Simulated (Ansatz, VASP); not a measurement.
Two plane-wave programs on Ir

File INCAR:

```
ALGO = Normal
EDIFF = 1E-7
ENCUT = 520
GGA = PS
ISIF = 2
ISMEAR = -1
LASPH = True
LCHARG = True
LDAU = True
LDAUJ = 0
LDAUL = 2
LDAUPRINT = 1
LDAUTYPE = 2
LDAUU = 5
LELF = True
LMAXMIX = 4
LREAL = False
LVHAR = True
LWAVE = False
NBANDS = 16
NELM = 150
PREC = Accurate
SIGMA = 0.08
```

The input KPOINTS:

```
k-points
0
Gamma
  16 16 9
```

Contents of POSCAR:

```
Ir
1.0
    2.7201297417      0.0000000000      0.0000000000
   -1.3600648708      2.3557014579      0.0000000000
    0.0000000000      0.0000000000      4.4079603801
Ir
2
Direct
    0.3333333333      0.6666666667      0.2500000000
    0.6666666667      0.3333333333      0.7500000000
```

Input for Ansatz:

```yaml
crystal:
  lattice:
    - [2.7201297417, 0.0, 0.0]
    - [-1.3600648708, 2.3557014579, 0.0]
    - [0.0, 0.0, 4.4079603801]
  atoms:
    - { symbol: Ir, position: [0.3333333333, 0.6666666667, 0.25] }
    - { symbol: Ir, position: [0.6666666667, 0.3333333333, 0.75] }
kpoints:
  mp_grid: { grid: [16, 16, 9] }
  band_path:
    path:
      - [0.0, 0.0, 0.0]
      - [0.5, 0.0, 0.0]
      - [0.3333333333, 0.3333333333, 0.0]
      - [0.0, 0.0, 0.0]
      - [0.0, 0.0, 0.5]
      - [0.5, 0.0, 0.5]
      - [0.3333333333, 0.3333333333, 0.5]
      - [0.0, 0.0, 0.5]
      - [0.5, 0.0, 0.5]
    npoints: 8
scf:
  occupations: { method: fermi_dirac, width: 0.08 }
hamiltonian:
  xc: pbesol
  pseudopotentials: { kind: paw }
  hubbard: { sites: [{ species: Ir, l: d, u_eff: 5.0 }], double_counting: fll }
output:
  forces: true
  stress: true
  eigenvalues: true
  populations: true
  write_density: true
  write_potential: true
  elf: true
  volumetric_format: npy
```

Alike in both runs: task single point; functional PBEsol; k mesh 16 × 16 × 9; occupations fermi-dirac, width 0.08 eV; no spin polarisation; Hubbard terms Ir d U = 5.0 eV.

|  | VASP | Ansatz |
| --- | --- | --- |
| version | VASP 6.6.1 | Ansatz 0.2.0 |
| potentials or method | VASP PAW PBE potentials, release 64 (Ir) | PAW with Ansatz's default frozen-core files, scalar-relativistic |
| plane-wave cutoff (eV) | 520 | 420 |
| valence electrons in the cell | 18 | 34 |

|  | VASP | Ansatz | Ansatz less VASP |
| --- | --- | --- | --- |
| gap on the k mesh at the Fermi level (eV) | none | none | - |
| pressure (GPa) | -22.3 | -2.1 | +20.14 |
| traceless stress, the component that is largest in VASP (GPa) | 0.09 | 0.06 | -0.031 |

VASP's potentials were made for PBE, not for PBEsol. The programs project onto different local orbitals, so the same U acts differently, and such runs can settle in different states. A gap of «none» marks a metal or a gap that the smearing closes. VASP's potentials hold 18 valence electrons a cell and Ansatz's 34, so a difference there can come from the potentials and not from the codes. Ansatz's warnings: filled band counts differ across k points.

Neither program's run includes spin-orbit coupling.
